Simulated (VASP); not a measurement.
Crystal: FePt (Tetraferroplatinum).

```
Pt Fe
1.0
     2.68669    0.00000    0.00000
     0.00000    2.68669    0.00000
     0.00000    0.00000    3.66972
Pt Fe
1 1
Direct
  0.50000 0.50000 0.50000
  0.00000 0.00000 0.00000
```

Base run:

| Quantity | Value |
| --- | --- |
| Program | VASP 6.6.1 |
| Functional | PBEsol |
| Potentials or basis | VASP PAW PBE potentials, release 64 (Pt, Fe) |
| Cutoff | 520 eV |
| k mesh | 10 × 10 × 7 |
| Occupations | fermi-dirac, width 0.05 eV |
| Spin | collinear spin, ferromagnetic start |
| Starting moments | [0.0, 3.0] μB |

Its results: pressure 2.9 GPa; net moment 3.21 μB per cell; site moments Pt +0.33; Fe +2.84 μB.

Question: The run is repeated on the same cell with these changes: functional from PBEsol to LDA; potentials or basis from VASP PAW PBE potentials, release 64 (Pt, Fe) to VASP PAW LDA potentials, release 64 (Pt, Fe). What comes out?

Answer: Pressure -3.8 GPa; net moment 3.15 μB per cell; site moments Pt +0.35; Fe +2.74 μB.

Caveats: the PAW data sets were made with another functional, which shifts forces and pressure a little (some runs).
